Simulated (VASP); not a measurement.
Here is a VASP 6.6.1 calculation.

File INCAR:

```
ALGO = Normal ; EDIFF = 1E-7
ENCUT = 520 ; GGA = PE
ISIF = 2 ; ISMEAR = 0
LASPH = T ; LCHARG = F
LREAL = F ; LWAVE = F
NBANDS = 11 ; NELM = 80
PREC = Accurate ; SIGMA = 0.05
```

KPOINTS

```
k-points
0
Gamma
  12 12 12
```

The input POSCAR:

```
BeS
1.0
    0.0000000000      2.4050922287      2.4050922287
    2.4050922287      0.0000000000      2.4050922287
    2.4050922287      2.4050922287      0.0000000000
Be S
1 1
Direct
    0.0000000000      0.0000000000      0.0000000000
    0.7500000000      0.7500000000      0.7500000000
```

Potentials or basis: VASP PAW PBE potentials, release 64 (Be, S).

Command:

```sh
$ cat potpaw_PBE.64/Be/POTCAR potpaw_PBE.64/S/POTCAR > POTCAR
$ mpirun -np 1 vasp_std > vasp.out
```

Q: Predict the band gap on the k mesh.

A: 3.05 eV, indirect (least direct gap 5.66 eV).

Q: Estimate the pressure.

A: 4.1 GPa.

 A k mesh can miss the band edges.
